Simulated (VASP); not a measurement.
Input of a VASP 6.6.1 run:

The input POSCAR:

```
Ba2LaReF6
1.0
    0.0000000000      4.3727316800      4.3727316800
    4.3727316800      0.0000000000      4.3727316800
    4.3727316800      4.3727316800      0.0000000000
La Ba Re F
1 2 1 6
Direct
    0.5000000000      0.5000000000      0.5000000000
    0.2500000000      0.2500000000      0.2500000000
    0.7500000000      0.7500000000      0.7500000000
    0.0000000000      0.0000000000      0.0000000000
    0.7760000000      0.2240000000      0.2240000000
    0.2240000000      0.7760000000      0.2240000000
    0.2240000000      0.7760000000      0.7760000000
    0.7760000000      0.2240000000      0.7760000000
    0.2240000000      0.2240000000      0.7760000000
    0.7760000000      0.7760000000      0.2240000000
```

The input INCAR.step1:

```
SYSTEM = Ba2LaReF6
PREC     = Accurate       ! precision mode
ENCUT    = 520            ! plane-wave cutoff, eV
ISMEAR   = -5             ! smearing method
SIGMA    = 0.1            ! smearing width, eV
LREAL    = .FALSE.        ! projectors in reciprocal space
LASPH    = .TRUE.         ! aspherical terms in the spheres
NELM     = 100            ! most SCF steps
LMAXMIX  = 6              ! l up to which the mixer works
NBANDS   = 51             ! bands
GGA      = PE             ! functional
ALGO     = Normal         ! electronic algorithm
EDIFF    = 1E-4           ! SCF threshold, eV
LWAVE    = .TRUE.         ! write WAVECAR
LCHARG   = .FALSE.        ! write CHGCAR
```

The input INCAR.step2:

```
SYSTEM = Ba2LaReF6
PREC     = Accurate       ! precision mode
ENCUT    = 520            ! plane-wave cutoff, eV
EDIFF    = 1E-6           ! SCF threshold, eV
ISMEAR   = -5             ! smearing method
SIGMA    = 0.1            ! smearing width, eV
LREAL    = .FALSE.        ! projectors in reciprocal space
LASPH    = .TRUE.         ! aspherical terms in the spheres
NELM     = 100            ! most SCF steps
ALGO     = Normal         ! electronic algorithm
ISIF     = 2              ! what is computed and relaxed
LWAVE    = .FALSE.        ! write WAVECAR
LCHARG   = .FALSE.        ! write CHGCAR
LMAXMIX  = 6              ! l up to which the mixer works
METAGGA  = R2SCAN         ! meta-GGA
LMIXTAU  = .TRUE.       
LORBIT   = 11             ! projections on sites
NBANDS   = 51             ! bands
ISTART   = 1
```

File KPOINTS:

```
regular mesh
0
G
  5 5 5
  0 0 0
```

Potentials or basis: VASP PAW PBE potentials, release 64 (La, Ba_sv, Re, F).

Launch:

```sh
$ cat potpaw_PBE.64/La/POTCAR potpaw_PBE.64/Ba_sv/POTCAR potpaw_PBE.64/Re/POTCAR potpaw_PBE.64/F/POTCAR > POTCAR
$ cp INCAR.step1 INCAR
$ mpirun -np 1 vasp_std > vasp.out
$ cp INCAR.step2 INCAR
$ mpirun -np 1 vasp_std > vasp.out
```

Problem. Estimate the largest force.

Solution. 2.931 eV/Å.

Problem. What does it give for the band gap on the k mesh?

Solution. Zero (bands 40 and 41 overlap by 0.95 eV).

Problem. Predict the pressure.

Solution. 14.9 GPa.

Forces in eV/Å, atoms in the order of the input:
```
La   0.000  0.000  0.000
Ba   0.000  0.000  0.000
Ba   0.000  0.000  0.000
Re   0.000  0.000  0.000
F    2.931  0.000  0.000
F    0.000  2.931  0.000
F   -2.931  0.000  0.000
F    0.000 -2.931  0.000
F    0.000  0.000  2.931
F    0.000  0.000 -2.931
```

Caveat: the cell stands under pressure; the PAW data sets were made with another functional, which shifts forces and pressure a little; spin-orbit coupling is left out, which moves the levels of the heavy elements; tetrahedron occupations give inexact forces and stress in metals.
